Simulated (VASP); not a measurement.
# Ti2Ga (P6_3/mmc) in VASP: further runs

Ti2Ga is run at these levels: LDA; tasks: single point.

Program: VASP 6.6.1. These are calculated values, not measurements. Logs are shortened: lines on timing, memory, paths and dates and some standing lists are left out, and cuts for length are marked.

### 1 The cell of the first run

The structure is hexagonal, space group P6_3/mmc (No. 194). The conventional cell has a = 4.510 Å, b = 4.510 Å, c = 5.500 Å, α = 90.00°, β = 90.00°, γ = 120.00°. Ti (site symmetry -6m2) has 5 Ga at 2.60 to 2.75 Å and 6 Ti at 2.94 Å within 3.4 Å. Within 3.6 Å of Ti (site symmetry -3m) lie 8 Ti at 2.75 to 2.94 Å and 6 Ga at 2.94 Å. Ga (site symmetry -6m2) has 11 Ti at 2.60 to 2.94 Å within 3.4 Å.

### 2 Single point, LDA

The input, INCAR:

```
PREC = Accurate
ENCUT = 520
EDIFF = 1E-6
ISMEAR = 1
SIGMA = 0.05
LREAL = F
LASPH = T
NELM = 100
ALGO = Normal
ISIF = 2
LWAVE = F
LCHARG = F
GGA = CA
NBANDS = 46
```

The input, KPOINTS:

```
regular mesh
0
Gamma
  2 2 2
```

The input, POSCAR:

```
Ti2Ga
1.0
    4.5100000000      0.0000000000      0.0000000000
   -2.2550000000      3.9057700000      0.0000000000
    0.0000000000      0.0000000000      5.5000000000
Ti Ga
4 2
Direct
    0.3333333333      0.6666666667      0.7500000000
    0.6666666667      0.3333333333      0.2500000000
    0.0000000000      0.0000000000      0.0000000000
    0.0000000000      0.0000000000      0.5000000000
    0.3333333333      0.6666666667      0.2500000000
    0.6666666667      0.3333333333      0.7500000000
```

Potentials or basis: VASP PAW LDA potentials, release 64 (Ti_sv, Ga_d).

Run with:

```bash
> cat potpaw_LDA.64/Ti_sv/POTCAR potpaw_LDA.64/Ga_d/POTCAR > POTCAR
> mpirun -np 1 vasp_std > vasp.out
```

OUTCAR:

```text
PREC = Accurate
   ENCUT = 520
   EDIFF = 1E-6
   ISMEAR = 1
   LREAL = F
   LASPH = T
   NELM = 100
   ISIF = 2
   GGA = CA

 ion  position               nearest neighbor table
   1  0.333  0.667  0.750-   6 2.60   6 2.60   6 2.60   5 2.75   5 2.75
   2  0.667  0.333  0.250-   5 2.60   5 2.60   5 2.60   6 2.75   6 2.75
   3  0.000  0.000  0.000-   4 2.75   4 2.75
   4  0.000  0.000  0.500-   3 2.75   3 2.75
   5  0.333  0.667  0.250-   2 2.60   2 2.60   2 2.60   1 2.75   1 2.75
   6  0.667  0.333  0.750-   1 2.60   1 2.60   1 2.60   2 2.75   2 2.75

  LATTYP: Found a hexagonal cell.
 ALAT       =     4.5100000000
 C/A-ratio  =     1.2195121951

  Lattice vectors:

 A1 = (   4.5100000000,   0.0000000000,   0.0000000000)
 A2 = (  -2.2550000000,   3.9057700000,   0.0000000000)
 A3 = (   0.0000000000,   0.0000000000,   5.5000000000)

Analysis of symmetry for initial positions (statically):
=====================================================================
 Subroutine PRICEL returns:
 Original cell was already a primitive cell.

 Routine SETGRP: Setting up the symmetry group for a
 hexagonal supercell.

 Subroutine GETGRP returns: Found 24 space group operations
 (whereof 12 operations were pure point group operations)
 out of a pool of 24 trial point group operations.

The static configuration has the point symmetry D_3d.
 The point group associated with its full space group is D_6h.

Analysis of symmetry for dynamics (positions and initial velocities):
=====================================================================
 Subroutine PRICEL returns:
 Original cell was already a primitive cell.

 Routine SETGRP: Setting up the symmetry group for a
 hexagonal supercell.

 Subroutine GETGRP returns: Found 24 space group operations
 (whereof 12 operations were pure point group operations)
 out of a pool of 24 trial point group operations.

The dynamic configuration has the point symmetry D_3d.
 The point group associated with its full space group is D_6h.

 Subroutine INISYM returns: Found 24 space group operations
 (whereof 12 operations are pure point group operations),
 and found     1 'primitive' translations

----------------------------------------------------------------------------------------

                                     Primitive cell

  volume of cell :      96.8826

  direct lattice vectors                    reciprocal lattice vectors
     4.510000000  0.000000000  0.000000000     0.221729490  0.128015731  0.000000000
    -2.255000000  3.905770000  0.000000000     0.000000000  0.256031461  0.000000000
     0.000000000  0.000000000  5.500000000     0.000000000  0.000000000  0.181818182

  length of vectors
     4.510000000  4.509996041  5.500000000     0.256031236  0.256031461  0.181818182

  position of ions in fractional coordinates (direct lattice)
     0.333333333  0.666666667  0.750000000
     0.666666667  0.333333333  0.250000000
     0.000000000  0.000000000  0.000000000
     0.000000000  0.000000000  0.500000000
     0.333333333  0.666666667  0.250000000
     0.666666667  0.333333333  0.750000000

  ion indices of the primitive-cell ions
   primitive index   ion index
                 1           1
                 2           2
                 3           3
                 4           4
                 5           5
                 6           6

----------------------------------------------------------------------------------------

 KPOINTS: regular mesh

Automatic generation of k-mesh.
 Grid dimensions read from file:
 generate k-points for:    2    2    2

 Generating k-lattice:

  Cartesian coordinates                     Fractional coordinates (reciprocal lattice)
     0.110864745  0.064007865  0.000000000     0.500000000  0.000000000  0.000000000
     0.000000000  0.128015731  0.000000000     0.000000000  0.500000000  0.000000000
     0.000000000  0.000000000  0.090909091     0.000000000  0.000000000  0.500000000

  Length of vectors
     0.128015618  0.128015731  0.090909091

  Shift w.r.t. Gamma in fractional coordinates (k-lattice)
     0.000000000  0.000000000  0.000000000

 Subroutine IBZKPT returns following result:
 ===========================================

 Found      4 irreducible k-points:

 Following reciprocal coordinates:
            Coordinates               Weight
  0.000000  0.000000  0.000000      1.000000
  0.500000  0.000000  0.000000      3.000000
  0.000000  0.000000  0.500000      1.000000
  0.500000  0.000000  0.500000      3.000000
   k-points           NKPTS =      4   k-points in BZ     NKDIM =      4   number of bands    NBANDS=     46
   number of dos      NEDOS =    301   number of ions     NIONS =      6
   total plane-waves  NPLWV =  54432
   dimension x,y,z NGX =    36 NGY =   36 NGZ =   42
   dimension x,y,z NGXF=    72 NGYF=   72 NGZF=   84
   ions per type =               4   2
   NGX,Y,Z   is equivalent  to a cutoff of  13.27, 13.27, 12.70 a.u.
   NGXF,Y,Z  is equivalent  to a cutoff of  26.54, 26.54, 25.39 a.u.
 SYSTEM =  unknown system
   PREC   = accura    normal or accurate (medium, high low for compatibility)
   ISTART =      0    job   : 0-new  1-cont  2-samecut
   ICHARG =      2    charge: 1-file 2-atom 10-const
   ISPIN  =      1    spin polarized calculation?
   LNONCOLLINEAR =      F non collinear calculations
   LSORBIT =      F    spin-orbit coupling
   LASPH  =      T    aspherical Exc in radial PAW
   ENCUT  =  520.0 eV  38.22 Ry    6.18 a.u.   8.39  8.39 10.23*2*pi/ulx,y,z
   NELM   =    100;   NELMIN=  2; NELMDL= -5     # of ELM steps
   EDIFF  = 0.1E-05   stopping-criterion for ELM
   LREAL  =      F    real-space projection
   EDIFFG = 0.1E-04   stopping-criterion for IOM
   NSW    =      0    number of steps for IOM
   IBRION =     -1    ionic relax: 0-MD 1-quasi-New 2-CG
   NFREE  =      0    steps in history (QN), initial steepest desc. (CG)
   ISIF   =      2    stress and relaxation
   ISYM   =      2    0-nonsym 1-usesym 2-fastsym
   POTIM  = 0.5000    time-step for ionic-motion
   TEBEG  =    0.0;   TEEND  =   0.0 temperature during run
   PSTRESS=    0.0 pullay stress
   NELECT =      74.0000    total number of electrons
   NUPDOWN=      -1.0000    fix difference up-down
   EMIN   =  10.00;   EMAX   =-10.00  energy-range for DOS
   EFERMI =   0.00;   METHOD = LEGACY
   ISMEAR =     1;   SIGMA  =   0.05  broadening in eV -4-tet -1-fermi 0-gaus
   EFERMI_NEDOS =   21; number of points for ismear=-14 and -15
   IALGO  =     38    algorithm
   IMIX   =      4    mixing-type and parameters
     AMIX     =   0.40;   BMIX     =  1.00
     AMIX_MAG =   1.60;   BMIX_MAG =  1.00
  volume/ion in A,a.u.               =      16.15       108.97
  Fermi-wavevector in a.u.,A,eV,Ry     =   1.496477  2.827932 30.469486  2.239444
  Thomas-Fermi vector in A             =   2.608489
   LORBIT       =      0    0 simple, 1 ext, 2 COOP (PROOUT), +10 PAW based schemes
   GGA     = CA    functional components
   LHFCALC =     F    Hartree Fock is set to
   AEXX    =    0.0000 exact exchange contribution
   IVDW    =     0    specifies the selected vdW correction
   LEPSILON=     F    determine dielectric tensor
   LRPA    =     F    only Hartree local field effects (RPA)
 non-spin polarized calculation
 Methfessel and Paxton  Order N= 1 SIGMA  =   0.05
  energy-cutoff  :      520.00
  volume of cell :       96.88
 maximum number of plane-waves:      2648
 NGX is ok and might be reduce to    36
   NGX = 17   NGY = 17   NGZ = 21

 number of electron      73.9999981 magnetization

 Free energy of the ion-electron system (eV)
  ---------------------------------------------------
  ext. energy  EPLUGINS =         0.00000000
  ---------------------------------------------------
  free energy    TOTEN  =       -43.54939911 eV

  energy without entropy =      -43.53794304  energy(sigma->0) =      -43.54558042

 E-fermi :   7.7158     XC(G=0): -12.1452

 val. band max:        7.7129134016   @ k =   0.5000   0.0000   0.5000
 cond. band min:       7.7343626114   @ k =   0.5000   0.0000   0.0000
 fundamental gap:      0.0214492098
 Fermi energy:         7.7158156118

 k-point     1 :       0.0000    0.0000    0.0000
  band No.  band energies     occupation
      1     -48.1847      2.00000
      2     -48.1198      2.00000
      3     -48.0728      2.00000
      4     -48.0527      2.00000
      5     -25.1209      2.00000
      6     -24.8974      2.00000
[... 38 lines left out ...]
     45      10.2836      0.00000
     46      10.2836      0.00000

 k-point     2 :       0.5000    0.0000    0.0000
  band No.  band energies     occupation
      1     -48.1468      2.00000
      2     -48.1226      2.00000
      3     -48.1076      2.00000
      4     -48.0525      2.00000
      5     -25.1742      2.00000
      6     -24.9442      2.00000
[... 38 lines left out ...]
     45      10.0162      0.00000
     46      10.2218      0.00000

 k-point     3 :       0.0000    0.0000    0.5000
  band No.  band energies     occupation
      1     -48.1497      2.00000
      2     -48.1497      2.00000
      3     -48.0656      2.00000
      4     -48.0656      2.00000
      5     -24.8863      2.00000
      6     -24.8863      2.00000
[... 38 lines left out ...]
     45      10.4008      0.00000
     46      10.4008      0.00000

 k-point     4 :       0.5000    0.0000    0.5000
  band No.  band energies     occupation
      1     -48.1269      2.00000
      2     -48.1269      2.00000
      3     -48.0881      2.00000
      4     -48.0881      2.00000
      5     -24.9292      2.00000
      6     -24.9292      2.00000
[... 38 lines left out ...]
     45       9.7088      0.00000
     46       9.7088      0.00000

------------------------ aborting loop because EDIFF is reached ----------------------------------------

  FORCE on cell =-STRESS in cart. coord.  units (eV):
  Direction    XX          YY          ZZ          XY          YZ          ZX
  --------------------------------------------------------------------------------------
  -------------------------------------------------------------------------------------
  Total       -3.4660233     -3.4660152     -5.7825717      0.0000000      0.0000000     -0.0000000
  in kB      -57.3186778    -57.3185436    -95.6281409      0.0000000      0.0000000     -0.0000000
  external PRESSURE =     -70.0884541 kB  Pullay stress =       0.0000000 kB

 VOLUME and BASIS-vectors are now :
 -----------------------------------------------------------------------------
  energy-cutoff  :      520.00
  volume of cell :       96.88
      direct lattice vectors                 reciprocal lattice vectors
     4.510000000  0.000000000  0.000000000     0.221729490  0.128015731  0.000000000
    -2.255000000  3.905770000  0.000000000     0.000000000  0.256031461  0.000000000
     0.000000000  0.000000000  5.500000000     0.000000000  0.000000000  0.181818182

 POSITION                                       TOTAL-FORCE (eV/Angst)
 -----------------------------------------------------------------------------------
     -0.00000      2.60385      4.12500        -0.000000     -0.000000      0.000000
      2.25500      1.30192      1.37500        -0.000000      0.000000      0.000000
      0.00000      0.00000      0.00000         0.000000      0.000000      0.000000
      0.00000      0.00000      2.75000         0.000000      0.000000      0.000000
     -0.00000      2.60385      1.37500        -0.000000     -0.000000      0.000000
      2.25500      1.30192      4.12500         0.000000      0.000000      0.000000
 -----------------------------------------------------------------------------------
    total drift:                               -0.000000      0.000000     -0.000000

  FREE ENERGIE OF THE ION-ELECTRON SYSTEM (eV)
  ---------------------------------------------------
  free  energy   TOTEN  =       -43.5493991120 eV

  energy  without entropy=      -43.5379430380  energy(sigma->0) =      -43.54558042
```

Wall time 14 s (1 thread of AMD EPYC 9R45 (Zen 5), shared host); peak memory 0.15 GiB.

What came out:

- Free energy: -43.5494 eV
- Pressure: -7.0 GPa
- Band gap on the k mesh: zero (band 37 reaches 7.73 eV, above the bottom of band 38 at 7.30 eV)

Levels at points of the mesh, in eV from the Fermi level:
```tsv
k point	band 36	band 37	band 38	band 39	band 40	band 41
(0.00, 0.00, 0.00)	-0.76	-0.42	-0.42	1.51	1.51	1.82
(0.50, 0.00, 0.00)	-0.18	0.02	0.12	0.73	0.93	1.12
(0.00, 0.00, 0.50)	-0.27	-0.27	-0.27	1.28	1.28	2.32
(0.50, 0.00, 0.50)	-0.09	0.00	0.00	0.72	0.72	1.30
```

Caveat: the k points lie up to 0.80 Å⁻¹ apart.

### 3 Single point, LDA

The input, INCAR:

```
  PREC = Accurate
  ENCUT = 520
  EDIFF = 1E-6
  ISMEAR = 1
  SIGMA = 0.05
  LREAL = F
  LASPH = T
  NELM = 80
  ALGO = Normal
  ISIF = 2
  LWAVE = F
  LCHARG = T
  GGA = CA
  LELF = T
  LVHAR = T
  NBANDS = 46
```

The input, KPOINTS:

```
Automatic mesh
0
Gamma
  3 3 2
```

POSCAR is that of step 2.

Potentials or basis: VASP PAW LDA potentials, release 64 (Ti_sv, Ga_d).

Run with:

```bash
> cat potpaw_LDA.64/Ti_sv/POTCAR potpaw_LDA.64/Ga_d/POTCAR > POTCAR
> mpirun -np 1 vasp_std > vasp.out
```

It took 20 s on 1 thread of AMD EPYC 9R45 (Zen 5), shared host; peak memory 0.16 GiB.

Results (log left out):

- Free energy: -43.9337 eV
- Pressure: -8.5 GPa
- Band gap on the k mesh: zero (band 37 reaches 7.92 eV, above the bottom of band 38 at 7.36 eV)

Stress tensor (GPa, compression positive):
```
-7.74  0.00  0.00
 0.00 -7.74  0.00
 0.00  0.00 -9.96
```

Levels at points of the mesh, in eV from the Fermi level:
| k point | band 33 | band 34 | band 35 | band 36 | band 37 | band 38 | band 39 | band 40 | band 41 | band 42 |
| --- | --- | --- | --- | --- | --- | --- | --- | --- | --- | --- |
| (0.00, 0.00, 0.00) | -0.96 | -0.96 | -0.73 | -0.73 | -0.39 | -0.39 | 1.55 | 1.55 | 1.88 | 2.57 |
| (0.00, 0.00, 0.50) | -1.46 | -1.46 | -0.24 | -0.24 | -0.24 | -0.24 | 1.36 | 1.36 | 2.36 | 2.36 |

Caveat: the k points lie up to 0.57 Å⁻¹ apart.

### 4 Single point, LDA

Changes to INCAR since step 3:

```diff
@@ -11,6 +11,3 @@
   LWAVE = F
-  LCHARG = T
-  GGA = CA
-  LELF = T
-  LVHAR = T
+  LCHARG = F
   NBANDS = 46
```

The input, KPOINTS:

```
regular mesh
0
Gamma
  4 4 3
```

POSCAR is that of step 3.

Run with:

```bash
> cat potpaw_LDA.64/Ti_sv/POTCAR potpaw_LDA.64/Ga_d/POTCAR > POTCAR
> mpirun -np 1 vasp_std > vasp.out
```

Wall time 25 s (1 thread of AMD EPYC 9R45 (Zen 5), shared host); peak memory 0.16 GiB.

It converged, with:

```yaml
Free_energy: -44.0383 eV
Pressure: -8.3 GPa
Band_gap_on_the_k_mesh: zero (band 37 reaches 8.01 eV, above the bottom of band 38 at 7.34 eV)
```

Stress tensor (GPa, compression positive):
```
 -7.02   0.00   0.00
  0.00  -7.02   0.00
  0.00   0.00 -10.86
```

Levels at points of the mesh, in eV from the Fermi level:
| k point | band 34 | band 35 | band 36 | band 37 | band 38 | band 39 | band 40 | band 41 |
| --- | --- | --- | --- | --- | --- | --- | --- | --- |
| (0.00, 0.00, 0.00) | -1.16 | -0.97 | -0.97 | -0.60 | -0.60 | 1.30 | 1.30 | 1.63 |
| (0.50, 0.00, 0.00) | -1.21 | -1.09 | -0.41 | -0.20 | 0.01 | 0.53 | 0.74 | 0.89 |

Caveat: the k points lie up to 0.40 Å⁻¹ apart.

### 5 Summary

| k mesh | gap on the mesh (eV) | pressure (GPa) |
| --- | --- | --- |
| 2 × 2 × 2 | none | -7.0 |
| 3 × 3 × 2 | none | -8.5 |
| 4 × 4 × 3 | none | -8.3 |

Alike in all rows: task single point; level LDA; potentials or basis VASP PAW LDA potentials, release 64 (Ti_sv, Ga_d); no spin polarisation; cell as given; cutoff (eV) 520; smearing methfessel-paxton 0.05 eV.

Caveats: all runs use coarse meshes.

Absolute energies hang on the potentials; compare differences alone.
